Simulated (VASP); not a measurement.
Crystal: CaSiH6.

```xyz
8
Lattice="4.3950 0.4523 -0.0151 2.5005 3.9635 -0.5857 0.2533 1.6803 3.9501" Properties=species:S:1:pos:R:3 pbc="T T T"
Ca    0.0354    0.0028   -0.0435
Si    2.3673    1.0860    1.9565
H     4.7472    3.8474    0.3101
H     2.4095    2.3293    2.9510
H     4.2326    4.0456    2.6040
H     2.8835    2.0204    0.7768
H     0.8110    1.5142    1.5992
H     6.2793    4.5474    1.7708
```

- Program: VASP 6.6.1
- Task: relaxation of cell and atoms
- Functional: PBEsol
- Potentials or basis: VASP PAW PBE potentials, release 64 (Ca_sv, Si, H)
- Cutoff: 600 eV
- k mesh: 6 × 6 × 4
- Occupations: fermi-dirac, width 0.05 eV
- Spin: no spin polarisation

At the start: pressure -0.5 GPa; volume 8.57 Å³/atom.

**Question.** How do energy, volume and symmetry change on relaxing?

**Answer.** Over 18 steps the energy falls by 8.3 meV/atom and the volume is 8.49 Å³/atom (-0.9 %); space group P1 (No. 1, to 0.1 Å) before, P-1 (No. 2, to 0.1 Å).

The path:
```tsv
step	energy change (eV)	largest force (eV/Å)	pressure (GPa)	volume (Å³)
1	0.0000	1.1400	-0.55	68.55
2	-0.0425	0.4007	-0.29	68.26
3	-0.0432	0.2963	-0.33	68.29
4	-0.0539	0.1637	0.00	68.08
5	-0.0574	0.2179	0.37	67.87
6	-0.0619	0.0769	0.10	68.01
7	-0.0626	0.1213	-0.04	68.08
8	-0.0643	0.0749	-0.12	68.11
9	-0.0644	0.1342	-0.16	68.12
10	-0.0657	0.0499	-0.08	68.05
11	-0.0658	0.0547	-0.03	68.01
12	-0.0661	0.0199	0.01	67.97
13	-0.0662	0.0252	0.03	67.95
14	-0.0663	0.0163	0.00	67.96
15	-0.0663	0.0236	-0.01	67.96
16	-0.0663	0.0126	-0.02	67.96
17	-0.0663	0.0173	-0.02	67.96
18	-0.0663	0.0084	0.00	67.95
```

Final structure:
```yaml
crystal:
  lattice:
    - [4.36791, 0.45745, -0.05038]
    - [2.49558, 3.94961, -0.61781]
    - [0.22415, 1.66093, 3.95353]
  atoms:
    - { symbol: Ca, position: [0.99857, 0.00268, 0.99720] }
    - { symbol: Si, position: [0.49877, 0.00234, 0.49747] }
    - { symbol: H, position: [0.60989, 0.80190, 0.20959] }
    - { symbol: H, position: [0.38750, 0.20247, 0.78562] }
    - { symbol: H, position: [0.55064, 0.65231, 0.74440] }
    - { symbol: H, position: [0.44618, 0.35261, 0.25074] }
    - { symbol: H, position: [0.04903, 0.20243, 0.42884] }
    - { symbol: H, position: [0.94840, 0.80273, 0.56601] }
```

Caveat: the PAW data sets were made with another functional, which shifts forces and pressure a little.
